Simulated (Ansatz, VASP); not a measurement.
## HgTe: VASP beside Ansatz

```
Hg Te
1.0
     4.54599    0.00000    0.00000
    -2.27299    3.93694    0.00000
     0.00000    0.00000    7.42357
Hg Te
2 2
Cartesian
  0.0000 0.0000 0.0000
  0.0000 2.6246 3.7118
  0.0000 0.0000 2.7838
  0.0000 2.6246 6.4956
```

Alike in both runs: task relaxation of cell and atoms; functional PBE; k mesh 12 × 12 × 6; occupations gaussian, width 0.1 eV; no spin polarisation.

```csv
,VASP,Ansatz
version,VASP 6.6.1,Ansatz 0.2.0
potentials or method,"VASP PAW PBE potentials, release 64 (Hg, Te), cutoff 600 eV","scalar-relativistic, plane waves, PAW"
valence electrons in the cell,36,72
```

|  | VASP | Ansatz | Ansatz less VASP |
| --- | --- | --- | --- |
| gap on the k mesh at the Fermi level, each at its own relaxed structure (eV) | none | none | - |
| relaxed volume (Å³/atom) | 36.89 | 36.86 | -0.029 |
| relaxed cell length with the largest relative difference (Å) | 4.701 | 4.698 | -0.0024 |

A gap of «none» marks a metal or a gap that the smearing closes. VASP's potentials hold 36 valence electrons a cell and Ansatz's 72, so a difference there can come from the potentials and not from the codes.

Spin-orbit coupling is off throughout.
